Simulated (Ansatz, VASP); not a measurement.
# Two plane-wave programs on Be3ZnSe4

The input INCAR:

```
PREC = Accurate
ENCUT = 520
EDIFF = 1E-6
ISMEAR = 0
SIGMA = 0.02
LREAL = False
LASPH = True
NELM = 80
ALGO = Normal
ISIF = 2
LWAVE = False
LCHARG = False
NBANDS = 31
```

The input KPOINTS:

```
regular mesh
0
Gamma
  6 6 2
```

File POSCAR:

```
Be3ZnSe4
1.0
    3.7459511945      0.0000000000      0.0000000000
    0.0000000000      3.7459511945      0.0000000000
    0.0000000000      0.0000000000     10.7198059808
Be Zn Se
3 1 4
Direct
    0.5000000000      0.5000000000      0.2625378631
    0.0000000000      0.0000000000      0.5000000000
    0.5000000000      0.5000000000      0.7374621369
    0.0000000000      0.0000000000      0.0000000000
    0.5000000000      0.0000000000      0.3814309224
    0.0000000000      0.5000000000      0.6185690776
    0.5000000000      0.0000000000      0.8542124001
    0.0000000000      0.5000000000      0.1457875999
```

Input for Ansatz:

```yaml
crystal:
  lattice:
    - [3.7459511945, 0.0, 0.0]
    - [0.0, 3.7459511945, 0.0]
    - [0.0, 0.0, 10.7198059808]
  atoms:
    - { symbol: Be, position: [0.5, 0.5, 0.2625378631] }
    - { symbol: Be, position: [0.0, 0.0, 0.5] }
    - { symbol: Be, position: [0.5, 0.5, 0.7374621369] }
    - { symbol: Zn, position: [0.0, 0.0, 0.0] }
    - { symbol: Se, position: [0.5, 0.0, 0.3814309224] }
    - { symbol: Se, position: [0.0, 0.5, 0.6185690776] }
    - { symbol: Se, position: [0.5, 0.0, 0.8542124001] }
    - { symbol: Se, position: [0.0, 0.5, 0.1457875999] }
basis:
  ecutwfc: 420
kpoints:
  mp_grid: { grid: [6, 6, 2] }
  band_path:
    path:
      - [[0.0, 0.0, 0.0], [0.0, 0.5, 0.0], [0.5, 0.5, 0.0], [0.0, 0.0, 0.0], [0.0, 0.0, 0.5], [0.0, 0.5, 0.5], [0.5, 0.5, 0.5], [0.0, 0.0, 0.5]]
      - [[0.0, 0.5, 0.0], [0.0, 0.5, 0.5]]
      - [[0.5, 0.5, 0.0], [0.5, 0.5, 0.5]]
    npoints: 14
hamiltonian:
  xc: lda
scf:
  occupations: { method: gaussian, width: 0.02 }
  n_extra_bands: 20
output:
  forces: true
  stress: true
  eigenvalues: true
  populations: true
  dos: { projected: true, de: 0.02, nscf_kmesh: { grid: [9, 9, 3] } }
  bader: true
  write_density: true
  write_potential: true
  elf: true
  volumetric_format: npy
```

Alike in both runs: task single point; functional LDA; k mesh 6 × 6 × 2; occupations gaussian, width 0.02 eV; no spin polarisation.

|  | VASP | Ansatz |
| --- | --- | --- |
| version | VASP 6.6.1 | Ansatz 0.2.0 |
| potentials or method | VASP PAW LDA potentials, release 64 (Be, Zn, Se), cutoff 520 eV | scalar-relativistic, plane waves, PAW |
| valence electrons in the cell | 42 | 82 |

VASP gave:

* gap on the k mesh at the Fermi level (eV): 2.45
* least direct gap on the mesh (eV): 2.45
* pressure (GPa): -4.3
* traceless stress, the component that is largest in VASP (GPa): -0.18
* rms of the force components (eV/Å): 0.055

Question: Which values does Ansatz return?

Answer: gap on the k mesh at the Fermi level (eV): 2.46; least direct gap on the mesh (eV): 2.46; pressure (GPa): -4.6; traceless stress, the component that is largest in VASP (GPa): -0.20; rms of the force components (eV/Å): 0.060.

LDA's correlation is that of Perdew and Zunger in VASP and of Perdew and Wang (1992) in Ansatz. Atom by atom the forces differ by 0.005 eV/Å (rms over components). VASP's potentials hold 42 valence electrons a cell and Ansatz's 82, so a difference there can come from the potentials and not from the codes.
